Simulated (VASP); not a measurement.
# SbBr2 (Pn-3m) in VASP: notebook, part 2 of 3

VASP 6.6.1. The steps go on from the part before.

## 3. Single point, PBE

This run uses another cell than the first one, of 44.77 Å³/atom.

Contents of INCAR:

```
PREC = Accurate
ENCUT = 520
EDIFF = 1E-6
ISMEAR = 0
SIGMA = 0.1
LREAL = F
LASPH = T
NELM = 100
ALGO = Normal
ISIF = 2
LWAVE = F
LCHARG = F
GGA = PE
NBANDS = 28
```

Contents of KPOINTS:

```
Automatic mesh
0
Gamma
  4 4 4
```

Contents of POSCAR:

```
SbBr2
1.0
    6.4521607363      0.0000000000      0.0000000000
    0.0000000000      6.4521607363      0.0000000000
    0.0000000000      0.0000000000      6.4521607363
Sb Br
2 4
Direct
    0.0000000000      0.0000000000      0.0000000000
    0.5000000000      0.5000000000      0.5000000000
    0.2500000000      0.2500000000      0.2500000000
    0.2500000000      0.7500000000      0.7500000000
    0.7500000000      0.7500000000      0.2500000000
    0.7500000000      0.2500000000      0.7500000000
```

Potentials or basis: VASP PAW PBE potentials, release 64 (Sb, Br).

Command:

```
$ cat potpaw_PBE.64/Sb/POTCAR potpaw_PBE.64/Br/POTCAR > POTCAR
$ mpirun -np 1 vasp_std > vasp.out
```

OUTCAR:

```text
PREC = Accurate
   ENCUT = 520
   EDIFF = 1E-6
   ISMEAR = 0
   LREAL = F
   LASPH = T
   NELM = 100
   ISIF = 2
   GGA = PE

 ion  position               nearest neighbor table
   1  0.000  0.000  0.000-   3 2.79   4 2.79   5 2.79   6 2.79
   2  0.500  0.500  0.500-   3 2.79   4 2.79   5 2.79   6 2.79
   3  0.250  0.250  0.250-   1 2.79   2 2.79
   4  0.250  0.750  0.750-   1 2.79   2 2.79
   5  0.750  0.750  0.250-   1 2.79   2 2.79
   6  0.750  0.250  0.750-   1 2.79   2 2.79

  LATTYP: Found a simple cubic cell.
 ALAT       =     6.4521607363

  Lattice vectors:

 A1 = (   6.4521607363,   0.0000000000,   0.0000000000)
 A2 = (   0.0000000000,   6.4521607363,   0.0000000000)
 A3 = (   0.0000000000,   0.0000000000,   6.4521607363)

Analysis of symmetry for initial positions (statically):
=====================================================================
 Subroutine PRICEL returns:
 Original cell was already a primitive cell.

 Routine SETGRP: Setting up the symmetry group for a
 simple cubic supercell.

 Subroutine GETGRP returns: Found 48 space group operations
 (whereof 24 operations were pure point group operations)
 out of a pool of 48 trial point group operations.

The static configuration has the point symmetry T_d .
 The point group associated with its full space group is O_h .

Analysis of symmetry for dynamics (positions and initial velocities):
=====================================================================
 Subroutine PRICEL returns:
 Original cell was already a primitive cell.

 Routine SETGRP: Setting up the symmetry group for a
 simple cubic supercell.

 Subroutine GETGRP returns: Found 48 space group operations
 (whereof 24 operations were pure point group operations)
 out of a pool of 48 trial point group operations.

The dynamic configuration has the point symmetry T_d .
 The point group associated with its full space group is O_h .

 Subroutine INISYM returns: Found 48 space group operations
 (whereof 24 operations are pure point group operations),
 and found     1 'primitive' translations

----------------------------------------------------------------------------------------

                                     Primitive cell

  volume of cell :     268.6059

  direct lattice vectors                    reciprocal lattice vectors
     6.452160736  0.000000000  0.000000000     0.154986839  0.000000000  0.000000000
     0.000000000  6.452160736  0.000000000     0.000000000  0.154986839  0.000000000
     0.000000000  0.000000000  6.452160736     0.000000000  0.000000000  0.154986839

  length of vectors
     6.452160736  6.452160736  6.452160736     0.154986839  0.154986839  0.154986839

  position of ions in fractional coordinates (direct lattice)
     0.000000000  0.000000000  0.000000000
     0.500000000  0.500000000  0.500000000
     0.250000000  0.250000000  0.250000000
     0.250000000  0.750000000  0.750000000
     0.750000000  0.750000000  0.250000000
     0.750000000  0.250000000  0.750000000

  ion indices of the primitive-cell ions
   primitive index   ion index
                 1           1
                 2           2
                 3           3
                 4           4
                 5           5
                 6           6

[... 33 lines left out ...]
  0.500000  0.500000  0.000000      3.000000
  0.250000  0.250000  0.250000      8.000000
  0.500000  0.250000  0.250000     12.000000
  0.500000  0.500000  0.250000      6.000000
  0.500000  0.500000  0.500000      1.000000
   k-points           NKPTS =     10   k-points in BZ     NKDIM =     10   number of bands    NBANDS=     28
   number of dos      NEDOS =    301   number of ions     NIONS =      6
   total plane-waves  NPLWV = 110592
   dimension x,y,z NGX =    48 NGY =   48 NGZ =   48
   dimension x,y,z NGXF=    96 NGYF=   96 NGZF=   96
   ions per type =               2   4
   NGX,Y,Z   is equivalent  to a cutoff of  12.37, 12.37, 12.37 a.u.
   NGXF,Y,Z  is equivalent  to a cutoff of  24.74, 24.74, 24.74 a.u.
 SYSTEM =  unknown system
   PREC   = accura    normal or accurate (medium, high low for compatibility)
   ISTART =      0    job   : 0-new  1-cont  2-samecut
   ICHARG =      2    charge: 1-file 2-atom 10-const
   ISPIN  =      1    spin polarized calculation?
   LNONCOLLINEAR =      F non collinear calculations
   LSORBIT =      F    spin-orbit coupling
   LASPH  =      T    aspherical Exc in radial PAW
   ENCUT  =  520.0 eV  38.22 Ry    6.18 a.u.  12.00 12.00 12.00*2*pi/ulx,y,z
   NELM   =    100;   NELMIN=  2; NELMDL= -5     # of ELM steps
   EDIFF  = 0.1E-05   stopping-criterion for ELM
   LREAL  =      F    real-space projection
   EDIFFG = 0.1E-04   stopping-criterion for IOM
   NSW    =      0    number of steps for IOM
   IBRION =     -1    ionic relax: 0-MD 1-quasi-New 2-CG
   NFREE  =      0    steps in history (QN), initial steepest desc. (CG)
   ISIF   =      2    stress and relaxation
   ISYM   =      2    0-nonsym 1-usesym 2-fastsym
   POTIM  = 0.5000    time-step for ionic-motion
   TEBEG  =    0.0;   TEEND  =   0.0 temperature during run
   PSTRESS=    0.0 pullay stress
   NELECT =      38.0000    total number of electrons
   NUPDOWN=      -1.0000    fix difference up-down
   EMIN   =  10.00;   EMAX   =-10.00  energy-range for DOS
   EFERMI =   0.00;   METHOD = LEGACY
   ISMEAR =     0;   SIGMA  =   0.10  broadening in eV -4-tet -1-fermi 0-gaus
   EFERMI_NEDOS =   21; number of points for ismear=-14 and -15
   IALGO  =     38    algorithm
   IMIX   =      4    mixing-type and parameters
     AMIX     =   0.40;   BMIX     =  1.00
     AMIX_MAG =   1.60;   BMIX_MAG =  1.00
  volume/ion in A,a.u.               =      44.77       302.11
  Fermi-wavevector in a.u.,A,eV,Ry     =   0.853030  1.611993  9.900412  0.727660
  Thomas-Fermi vector in A             =   1.969409
   LORBIT       =      0    0 simple, 1 ext, 2 COOP (PROOUT), +10 PAW based schemes
   GGA     = PE    functional components
   LHFCALC =     F    Hartree Fock is set to
   AEXX    =    0.0000 exact exchange contribution
   IVDW    =     0    specifies the selected vdW correction
   LEPSILON=     F    determine dielectric tensor
   LRPA    =     F    only Hartree local field effects (RPA)
 non-spin polarized calculation
 Gauss-broadening in eV      SIGMA  =   0.10
  energy-cutoff  :      520.00
  volume of cell :      268.61
 maximum number of plane-waves:      7264
 NGX is ok and might be reduce to    48
   NGX = 23   NGY = 23   NGZ = 23

 number of electron      37.9999981 magnetization

 Free energy of the ion-electron system (eV)
  ---------------------------------------------------
  ext. energy  EPLUGINS =         0.00000000
  ---------------------------------------------------
  free energy    TOTEN  =       -16.16720240 eV

  energy without entropy =      -16.13304948  energy(sigma->0) =      -16.15012594

 E-fermi :   0.9140     XC(G=0):  -6.8933

 val. band max:        0.8987705430   @ k =   0.5000   0.2500   0.2500
 cond. band min:       0.9805623863   @ k =   0.2500   0.2500   0.0000
 fundamental gap:      0.0817918433
 Fermi energy:         0.9139732783

 k-point     1 :       0.0000    0.0000    0.0000
  band No.  band energies     occupation
      1     -14.6800      2.00000
      2     -14.2940      2.00000
      3     -14.2940      2.00000
      4     -14.2940      2.00000
      5      -9.2744      2.00000
      6      -7.4018      2.00000
[... 299 lines left out ...]
     27       6.3799      0.00000
     28       6.9732      0.00000

------------------------ aborting loop because EDIFF is reached ----------------------------------------

  FORCE on cell =-STRESS in cart. coord.  units (eV):
  Direction    XX          YY          ZZ          XY          YZ          ZX
  --------------------------------------------------------------------------------------
  -------------------------------------------------------------------------------------
  Total       -0.0474872     -0.0474872     -0.0474872      0.0000000      0.0000000     -0.0000000
  in kB       -0.2832512     -0.2832512     -0.2832512      0.0000000      0.0000000     -0.0000000
  external PRESSURE =      -0.2832512 kB  Pullay stress =       0.0000000 kB

 VOLUME and BASIS-vectors are now :
 -----------------------------------------------------------------------------
  energy-cutoff  :      520.00
  volume of cell :      268.61
      direct lattice vectors                 reciprocal lattice vectors
     6.452160736  0.000000000  0.000000000     0.154986839  0.000000000  0.000000000
     0.000000000  6.452160736  0.000000000     0.000000000  0.154986839  0.000000000
     0.000000000  0.000000000  6.452160736     0.000000000  0.000000000  0.154986839

 POSITION                                       TOTAL-FORCE (eV/Angst)
 -----------------------------------------------------------------------------------
      0.00000      0.00000      0.00000        -0.000000     -0.000000     -0.000000
      3.22608      3.22608      3.22608        -0.000000     -0.000000     -0.000000
      1.61304      1.61304      1.61304         0.000000     -0.000000     -0.000000
      1.61304      4.83912      4.83912        -0.000000     -0.000000      0.000000
      4.83912      4.83912      1.61304        -0.000000      0.000000     -0.000000
      4.83912      1.61304      4.83912         0.000000      0.000000      0.000000
 -----------------------------------------------------------------------------------
    total drift:                               -0.000000     -0.000000      0.000000

  FREE ENERGIE OF THE ION-ELECTRON SYSTEM (eV)
  ---------------------------------------------------
  free  energy   TOTEN  =       -16.1672023983 eV

  energy  without entropy=      -16.1330494806  energy(sigma->0) =      -16.15012594
```

stdout:

```text
POSCAR found type information on POSCAR SbBr
 POSCAR found :  2 types and       6 ions
 scaLAPACK will be used
 LDA part: xc-table for (Slater+PW92), standard interpolation
 POSCAR, INCAR and KPOINTS ok, starting setup
 FFT: planning ... GRIDC
 FFT: planning ... GRID_SOFT
 FFT: planning ... GRID
 WAVECAR not read
 entering main loop
```

Run time: 69 s. Hardware: 1 thread of Intel Xeon Platinum 8488C (Sapphire Rapids), shared host; peak memory 0.33 GiB.

Results:

| Item | Value |
| --- | --- |
| Free energy | -16.1672 eV |
| Pressure | 0.0 GPa |
| Band gap on the k mesh | zero (bands 19 and 20 overlap by 0.93 eV) |

Caveat: spin-orbit coupling is left out, which moves the levels of the heavy elements.

## 4. Single point, PBE

This run uses another cell than the first one, of 44.88 Å³/atom.

Contents of INCAR:

```
PREC     = Accurate       # precision mode
ENCUT    = 520            # plane-wave cutoff, eV
EDIFF    = 1E-7           # SCF threshold, eV
ISMEAR   = 0              # smearing method
SIGMA    = 0.1            # smearing width, eV
LREAL    = False          # projectors in reciprocal space
LASPH    = True           # aspherical terms in the spheres
NELM     = 60             # most SCF steps
ALGO     = Normal         # electronic algorithm
ISIF     = 2              # what is computed and relaxed
LWAVE    = False          # write WAVECAR
LCHARG   = False          # write CHGCAR
GGA      = PE             # functional
NBANDS   = 28             # bands
```

Contents of KPOINTS:

```
Automatic mesh
0
Gamma
  6 6 6
```

POSCAR, as its differences from that of step 3:

```diff
@@ -2,5 +2,5 @@
 1.0
-    6.4521607363      0.0000000000      0.0000000000
-    0.0000000000      6.4521607363      0.0000000000
-    0.0000000000      0.0000000000      6.4521607363
+    6.4576840275      0.0000000000      0.0000000000
+    0.0000000000      6.4576840275      0.0000000000
+    0.0000000000      0.0000000000      6.4576840275
 Sb Br
```

Command:

```
$ cat potpaw_PBE.64/Sb/POTCAR potpaw_PBE.64/Br/POTCAR > POTCAR
$ mpirun -np 1 vasp_std > vasp.out
```

Run time: 3.1 min. Hardware: 1 thread of Intel Xeon Platinum 8488C (Sapphire Rapids), shared host; peak memory 0.37 GiB.

The run converged. Its results:

```yaml
Free_energy: -16.1428 eV
Pressure: -0.1 GPa
Band_gap_on_the_k_mesh: zero (bands 19 and 20 overlap by 0.92 eV)
```

Levels at points of the mesh, in eV from the Fermi level:
```
           k point  band 17  band 18  band 19  band 20  band 21  band 22
(0.00, 0.00, 0.00)    -2.66    -0.78    -0.64    -0.64    -0.64     3.09
(0.50, 0.00, 0.00)    -2.78    -2.78     0.28     0.28     1.64     1.64
(0.50, 0.50, 0.00)    -2.61    -2.61     0.22     0.22     1.70     1.70
(0.50, 0.50, 0.50)    -2.56    -0.79    -0.42    -0.42    -0.42     2.89
```

Caveat: spin-orbit coupling is left out, which moves the levels of the heavy elements.

## 5. Relaxation of cell and atoms, PBE

Contents of INCAR:

```
SYSTEM = SbBr2
PREC     = Accurate       ! precision mode
ENCUT    = 600            ! plane-wave cutoff, eV
EDIFF    = 1E-7           ! SCF threshold, eV
ISMEAR   = 0              ! smearing method
SIGMA    = 0.1            ! smearing width, eV
LREAL    = .False.        ! projectors in reciprocal space
LASPH    = .True.         ! aspherical terms in the spheres
NELM     = 60             ! most SCF steps
ALGO     = Normal         ! electronic algorithm
ISIF     = 3              ! what is computed and relaxed
LWAVE    = .False.        ! write WAVECAR
LCHARG   = .False.        ! write CHGCAR
GGA      = PE             ! functional
IBRION   = 2              ! ionic algorithm
NSW      = 90             ! ionic steps
EDIFFG   = -0.04          ! ionic threshold
```

Contents of KPOINTS:

```
regular mesh
0
Gamma
  4 4 4
  0 0 0
```

POSCAR, as its differences from that of step 4:

```diff
@@ -2,5 +2,5 @@
 1.0
-    6.4576840275      0.0000000000      0.0000000000
-    0.0000000000      6.4576840275      0.0000000000
-    0.0000000000      0.0000000000      6.4576840275
+    5.8180578035      0.0000000000      0.0000000000
+    0.0000000000      5.8180578035      0.0000000000
+    0.0000000000      0.0000000000      5.8180578035
 Sb Br
```

Potentials or basis: VASP PAW PBE potentials, release 64 (Sb, Br).

Command:

```
$ cat potpaw_PBE.64/Sb/POTCAR potpaw_PBE.64/Br/POTCAR > POTCAR
$ mpirun -np 1 vasp_std > vasp.out
```

OUTCAR:

```text
SYSTEM = SbBr2
   PREC = Accurate
   ENCUT = 600
   EDIFF = 1E-7
   ISMEAR = 0
   LREAL = .False.
   LASPH = .True.
   NELM = 60
   ISIF = 3
   GGA = PE
   IBRION = 2
   NSW = 90
   EDIFFG = -0.04

 ion  position               nearest neighbor table
   1  0.000  0.000  0.000-   3 2.52   4 2.52   5 2.52   6 2.52
   2  0.500  0.500  0.500-   3 2.52   4 2.52   5 2.52   6 2.52
   3  0.250  0.250  0.250-   1 2.52   2 2.52
   4  0.250  0.750  0.750-   1 2.52   2 2.52
   5  0.750  0.750  0.250-   1 2.52   2 2.52
   6  0.750  0.250  0.750-   1 2.52   2 2.52

  LATTYP: Found a simple cubic cell.
 ALAT       =     5.8180578035

  Lattice vectors:

 A1 = (   5.8180578035,   0.0000000000,   0.0000000000)
 A2 = (   0.0000000000,   5.8180578035,   0.0000000000)
 A3 = (   0.0000000000,   0.0000000000,   5.8180578035)

Analysis of symmetry for initial positions (statically):
=====================================================================
 Subroutine PRICEL returns:
 Original cell was already a primitive cell.

 Routine SETGRP: Setting up the symmetry group for a
 simple cubic supercell.

[... 149 lines left out ...]
 maximum number of plane-waves:      6704
 NGX is ok and might be reduce to    48
   NGX = 23   NGY = 23   NGZ = 23

--------------------------------------- Ionic step        1  -------------------------------------------

 number of electron      38.0000010 magnetization

 Free energy of the ion-electron system (eV)
  ---------------------------------------------------
  ext. energy  EPLUGINS =         0.00000000
  ---------------------------------------------------
  free energy    TOTEN  =       -13.74277593 eV

  energy without entropy =      -13.71726235  energy(sigma->0) =      -13.73001914

------------------------ aborting loop because EDIFF is reached ----------------------------------------

  FORCE on cell =-STRESS in cart. coord.  units (eV):
  Direction    XX          YY          ZZ          XY          YZ          ZX
  --------------------------------------------------------------------------------------
  -------------------------------------------------------------------------------------
  Total       17.6042161     17.6042161     17.6042161      0.0000000      0.0000000     -0.0000000
  in kB      143.2165406    143.2165406    143.2165406      0.0000000      0.0000000     -0.0000000
  external PRESSURE =     143.2165406 kB  Pullay stress =       0.0000000 kB
[... 107 lines left out ...]
--------------------------------------- Ionic step        4  -------------------------------------------

 number of electron      37.9999981 magnetization

 Free energy of the ion-electron system (eV)
  ---------------------------------------------------
  ext. energy  EPLUGINS =         0.00000000
  ---------------------------------------------------
  free energy    TOTEN  =       -16.16551725 eV

  energy without entropy =      -16.13137326  energy(sigma->0) =      -16.14844526

 E-fermi :   0.9155     XC(G=0):  -6.8940

 val. band max:        0.9002917834   @ k =   0.5000   0.2500   0.2500
 cond. band min:       0.9820731872   @ k =   0.2500   0.2500   0.0000
 fundamental gap:      0.0817814038
 Fermi energy:         0.9154801558

 k-point     1 :       0.0000    0.0000    0.0000
  band No.  band energies     occupation
      1     -14.6796      2.00000
      2     -14.2934      2.00000
      3     -14.2934      2.00000
      4     -14.2934      2.00000
      5      -9.2737      2.00000
      6      -7.4001      2.00000
[... 282 lines left out ...]
  FREE ENERGIE OF THE ION-ELECTRON SYSTEM (eV)
  ---------------------------------------------------
  free  energy   TOTEN  =       -16.1655172541 eV

  energy  without entropy=      -16.1313732559  energy(sigma->0) =      -16.14844526

 reached required accuracy - stopping structural energy minimisation
```

CONTCAR:

```text
SbBr2
   1.00000000000000
     6.4517924687773416    0.0000000000000000   -0.0000000000000000
     0.0000000000000000    6.4517924687773416    0.0000000000000000
    -0.0000000000000000    0.0000000000000000    6.4517924687773416
  Sb              Br
     2     4
Direct
     0.0000000000000000    1.0000000000000000    0.0000000000000000
     0.5000000000000000    0.5000000000000000    0.5000000000000000
     0.2500000000000000    0.2500000000000000    0.2500000000000000
     0.2500000000000000    0.7500000000000000    0.7500000000000000
     0.7500000000000000    0.7500000000000000    0.2500000000000000
     0.7500000000000000    0.2500000000000000    0.7500000000000000

  0.00000000E+00  0.00000000E+00  0.00000000E+00
  0.00000000E+00  0.00000000E+00  0.00000000E+00
  0.00000000E+00  0.00000000E+00  0.00000000E+00
  0.00000000E+00  0.00000000E+00  0.00000000E+00
  0.00000000E+00  0.00000000E+00  0.00000000E+00
  0.00000000E+00  0.00000000E+00  0.00000000E+00
```

It took 4 min on 1 thread of Intel Xeon Platinum 8488C (Sapphire Rapids), shared host; peak memory 0.35 GiB.

Results:

```
Free energy                           : -16.1655 eV
Relaxed volume                        : 44.76 Å³/atom
Relaxed cell                          : a = 6.452 Å, b = 6.452 Å, c = 6.452 Å, α = 90.00°, β = 90.00°, γ = 90.00°
Space group after relaxing (to 0.1 Å) : Pn-3m (No. 224)
Energy gained by relaxing             : 403.8 meV/atom
Ionic steps                           : 4
Pressure after relaxing               : 0.0 GPa
Band gap on the k mesh                : zero (bands 19 and 20 overlap by 0.93 eV)
```

Step by step:
| step | energy change (eV) | largest force (eV/Å) | pressure (GPa) | volume (Å³) |
| --- | --- | --- | --- | --- |
| 1 | 0.0000 | 0.0000 | 14.32 | 196.94 |
| 2 | -2.2790 | 0.0000 | -1.72 | 292.96 |
| 3 | -2.4216 | 0.0000 | 0.19 | 266.20 |
| 4 | -2.4227 | 0.0000 | -0.02 | 268.56 |

Final structure:
```
Sb Br
1.0
     6.45179    0.00000    0.00000
     0.00000    6.45179    0.00000
     0.00000    0.00000    6.45179
Sb Br
2 4
Direct
  0.00000 0.00000 0.00000
  0.50000 0.50000 0.50000
  0.25000 0.25000 0.25000
  0.25000 0.75000 0.75000
  0.75000 0.75000 0.25000
  0.75000 0.25000 0.75000
```

Caveat: the volume moved by over 15 % at a fixed basis, so the end points are rough; spin-orbit coupling is left out, which moves the levels of the heavy elements.

(Continued in part 3 of 3.)

The gap in the log of VASP goes by the Fermi energy; the results here count the filled bands.